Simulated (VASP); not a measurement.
A run of VASP 6.6.1 is set up as follows.

The input INCAR:

```
  ALGO = Normal
  EDIFF = 1E-7
  ENCUT = 520
  GGA = PE
  ISIF = 2
  ISMEAR = 0
  LASPH = True
  LCHARG = True
  LELF = True
  LREAL = False
  LVHAR = True
  LWAVE = False
  NBANDS = 42
  NELM = 100
  PREC = Accurate
  SIGMA = 0.1
```

The input KPOINTS:

```
k-points
0
Gamma
  6 6 14
```

File POSCAR:

```
Zn5O
1.0
    6.0578671748      0.0000000000      0.0000000000
    0.0000000000      6.0578671748      0.0000000000
    0.0000000000      0.0000000000      2.8675366133
Zn O
5 1
Direct
    0.2799831209      0.2799831209      0.5000000000
    0.7200168791      0.7200168791      0.5000000000
    0.2799831209      0.7200168791      0.5000000000
    0.7200168791      0.2799831209      0.5000000000
    0.0000000000      0.0000000000      0.5000000000
    0.5000000000      0.5000000000      0.0000000000
```

Potentials or basis: VASP PAW PBE potentials, release 64 (Zn, O).

Command:

```console
$ cat potpaw_PBE.64/Zn/POTCAR potpaw_PBE.64/O/POTCAR > POTCAR
$ mpirun -np 1 vasp_std > vasp.out
```

What does it give for the pressure?

0.3 GPa.

What does it give for the band gap on the k mesh?

Zero (bands 33 and 34 overlap by 2.43 eV).

Forces in eV/Å, atoms in the order of the input:
```
Zn  -0.007 -0.007  0.000
Zn   0.007  0.007  0.000
Zn  -0.007  0.007  0.000
Zn   0.007 -0.007  0.000
Zn   0.000  0.000  0.000
O    0.000  0.000  0.000
```
